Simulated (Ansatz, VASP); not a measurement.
**ZrTi3C4 in VASP and in Ansatz**

Contents of INCAR:

```
PREC = Accurate ; ENCUT = 520
EDIFF = 1E-6 ; ISMEAR = 0
SIGMA = 0.1 ; LREAL = F
LASPH = T ; NELM = 150
ALGO = Normal ; ISIF = 2
LWAVE = F ; LCHARG = T
ISPIN = 2 ; MAGMOM = 1 1 1 1 0 0 0 0
LORBIT = 11 ; LMAXMIX = 4
GGA = PE ; LELF = T
LVHAR = T ; NBANDS = 46
```

KPOINTS

```
regular mesh
0
Gamma
  4 4 4
```

Contents of POSCAR:

```
ZrTi3C4
1.0
    4.4440954567      0.0000000000      0.0000000000
    0.0000000000      4.4440954567      0.0000000000
    0.0000000000      0.0000000000      4.4440954567
Zr Ti C
1 3 4
Direct
    0.5000000000      0.5000000000      0.5000000000
    0.0000000000      0.0000000000      0.5000000000
    0.5000000000      0.0000000000      0.0000000000
    0.0000000000      0.5000000000      0.0000000000
    0.5000000000      0.5000000000      0.0000000000
    0.0000000000      0.5000000000      0.5000000000
    0.5000000000      0.0000000000      0.5000000000
    0.0000000000      0.0000000000      0.0000000000
```

Input for Ansatz:

```yaml
crystal:
  lattice:
    - [4.4440954567, 0.0, 0.0]
    - [0.0, 4.4440954567, 0.0]
    - [0.0, 0.0, 4.4440954567]
  atoms:
    - { symbol: Zr, position: [0.5, 0.5, 0.5], spin: 1.0 }
    - { symbol: Ti, position: [0.0, 0.0, 0.5], spin: 1.0 }
    - { symbol: Ti, position: [0.5, 0.0, 0.0], spin: 1.0 }
    - { symbol: Ti, position: [0.0, 0.5, 0.0], spin: 1.0 }
    - { symbol: C, position: [0.5, 0.5, 0.0] }
    - { symbol: C, position: [0.0, 0.5, 0.5] }
    - { symbol: C, position: [0.5, 0.0, 0.5] }
    - { symbol: C, position: [0.0, 0.0, 0.0] }
basis:
  ecutwfc: 420
kpoints:
  mp_grid: { grid: [4, 4, 4] }
hamiltonian:
  xc: pbe
scf:
  occupations: { method: gaussian, width: 0.1 }
  lower_state_search: "off"
output:
  forces: true
  stress: true
  eigenvalues: true
  populations: true
magnetization:
  spin_polarized: true
```

Alike in both runs: task single point; functional PBE; k mesh 4 × 4 × 4; occupations gaussian, width 0.1 eV; collinear spin.

|  | VASP | Ansatz |
| --- | --- | --- |
| version | VASP 6.6.1 | Ansatz 0.2.0 |
| potentials or method | VASP PAW PBE potentials, release 64 (Zr_sv, Ti_sv, C), cutoff 520 eV | scalar-relativistic, plane waves, PAW |
| valence electrons in the cell | 64 | 64 |

```csv
,VASP,Ansatz,Ansatz less VASP
gap on the k mesh at the Fermi level (eV),none,none,-
pressure (GPa),0.1,-0.2,-0.27
net moment per atom (μB),0.00,0.00,0.000
```

A gap of «none» marks a metal or a gap that the smearing closes. Ansatz's warnings: seeded moment not kept.
